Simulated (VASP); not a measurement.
Input of a VASP 6.6.1 run:

File INCAR:

```
  PREC = Accurate
  ENCUT = 520
  EDIFF = 1E-7
  ISMEAR = 0
  SIGMA = 0.1
  LREAL = F
  LASPH = T
  NELM = 150
  ALGO = Normal
  ISIF = 2
  LWAVE = F
  LCHARG = T
  ISPIN = 2
  MAGMOM = 0 0 0 3
  LORBIT = 11
  LDIPOL = T
  IDIPOL = 3
  DIPOL = 0.5 0.5 0.328
  GGA = PE
  LELF = T
  LVHAR = T
  LVACPOTAV = T
  NBANDS = 19
```

The input KPOINTS:

```
Automatic mesh
0
Gamma
  9 9 1
```

Contents of POSCAR:

```
Al3N
1.0
    2.8567582919      0.0000000000      0.0000000000
   -1.4283791460      2.4740252533      0.0000000000
    0.0000000000      0.0000000000     21.6013781961
Al N
3 1
Direct
    0.6666666667      0.3333333333      0.1851733701
    0.3333333333      0.6666666667      0.2916813827
    0.0000000000      0.0000000000      0.3981865471
    0.5000000000      0.0000000000      0.4375358882
```

Potentials or basis: VASP PAW PBE potentials, release 64 (Al, N).

Run with:

```console
$ cat potpaw_PBE.64/Al/POTCAR potpaw_PBE.64/N/POTCAR > POTCAR
$ mpirun -np 1 vasp_std > vasp.out
```

Task: Predict the net moment.

Result: 0.00 μB per cell.

Task: Predict the largest force.

Result: 1.413 eV/Å.

Task: Predict the band gap on the k mesh.

Result: Zero (filled and empty bands overlap).

Forces on the atoms (eV/Å):
```
Al   0.000 -0.033 -0.404
Al   0.000  0.093 -0.152
Al   0.000  0.008 -0.855
N    0.000 -0.067  1.411
```
